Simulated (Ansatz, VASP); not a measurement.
## InSb in VASP and in Ansatz

POSCAR

```
InSb
1.0
    0.0000000000      3.2125653964      3.2125653964
    3.2125653964      0.0000000000      3.2125653964
    3.2125653964      3.2125653964      0.0000000000
In Sb
1 1
Direct
    0.0000000000      0.0000000000      0.0000000000
    0.2500000000      0.2500000000      0.2500000000
```

Contents of INCAR.step1:

```
PREC = Accurate
ENCUT = 550
ISMEAR = -1
SIGMA = 0.02
LREAL = False
LASPH = True
NELM = 120
NBANDS = 21
GGA = PE
ALGO = Normal
EDIFF = 1E-5
LWAVE = True
LCHARG = False
GGA_COMPAT = False
```

Contents of INCAR.step2:

```
PREC = Accurate
ENCUT = 550
EDIFF = 1E-6
ISMEAR = -1
SIGMA = 0.02
LREAL = False
LASPH = True
NELM = 120
ALGO = Normal
ISIF = 2
LWAVE = False
LCHARG = True
METAGGA = R2SCAN
LMIXTAU = True
LELF = True
LVHAR = True
NBANDS = 21
ISTART = 1
GGA_COMPAT = False
```

The input KPOINTS:

```
Automatic mesh
0
Gamma
  6 6 6
```

Input for Ansatz:

```yaml
crystal:
  lattice:
    - [0.0, 3.2125653964, 3.2125653964]
    - [3.2125653964, 0.0, 3.2125653964]
    - [3.2125653964, 3.2125653964, 0.0]
  atoms:
    - { symbol: In, position: [0.0, 0.0, 0.0] }
    - { symbol: Sb, position: [0.25, 0.25, 0.25] }
kpoints:
  mp_grid: { grid: [6, 6, 6] }
hamiltonian:
  xc: r2scan
scf:
  occupations: { method: fermi_dirac, width: 0.02 }
  n_extra_bands: 4
output:
  forces: true
  stress: true
  eigenvalues: true
```

Alike in both runs: task single point; functional r2SCAN; k mesh 6 × 6 × 6; occupations fermi-dirac, width 0.02 eV; no spin polarisation.

|  | VASP | Ansatz |
| --- | --- | --- |
| version | VASP 6.6.1 | Ansatz 0.2.0 |
| potentials or method | VASP PAW PBE potentials, release 64 (In_d, Sb_d_GW) | plane waves, PAW |
| plane-wave cutoff (eV) | 550 | 500 |
| valence electrons in the cell | 28 | 28 |

|  | VASP | Ansatz | Ansatz less VASP |
| --- | --- | --- | --- |
| pressure (GPa) | 3.0 | 3.0 | +0.02 |

VASP's potentials were made for PBE, not for r2SCAN.

Spin-orbit coupling is off throughout.
